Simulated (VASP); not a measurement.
Here is a VASP 6.6.1 calculation.

File INCAR:

```
SYSTEM = LuH2
PREC = Accurate
ENCUT = 520
EDIFF = 1E-6
ISMEAR = 0
SIGMA = 0.1
LREAL = .False.
LASPH = .True.
NELM = 100
ALGO = Normal
ISIF = 2
LWAVE = .False.
LCHARG = .True.
GGA = PS
LELF = .True.
LVHAR = .True.
NBANDS = 20
```

File KPOINTS:

```
Automatic mesh
0
Gamma
  14 14 14
  0 0 0
```

Contents of POSCAR:

```
LuH2
1.0
    0.0000000000      2.4788730226      2.4788730226
    2.4788730226      0.0000000000      2.4788730226
    2.4788730226      2.4788730226      0.0000000000
Lu H
1 2
Direct
    0.0000000000      0.0000000000      0.0000000000
    0.2500000000      0.2500000000      0.2500000000
    0.7500000000      0.7500000000      0.7500000000
```

Potentials or basis: VASP PAW PBE potentials, release 64 (Lu, H).

Run with:

```bash
$ cat potpaw_PBE.64/Lu/POTCAR potpaw_PBE.64/H/POTCAR > POTCAR
$ mpirun -np 1 vasp_std > vasp.out
```

Problem. Predict the pressure.

Solution. 0.4 GPa.

Caveat: the PAW data sets were made with another functional, which shifts forces and pressure a little.
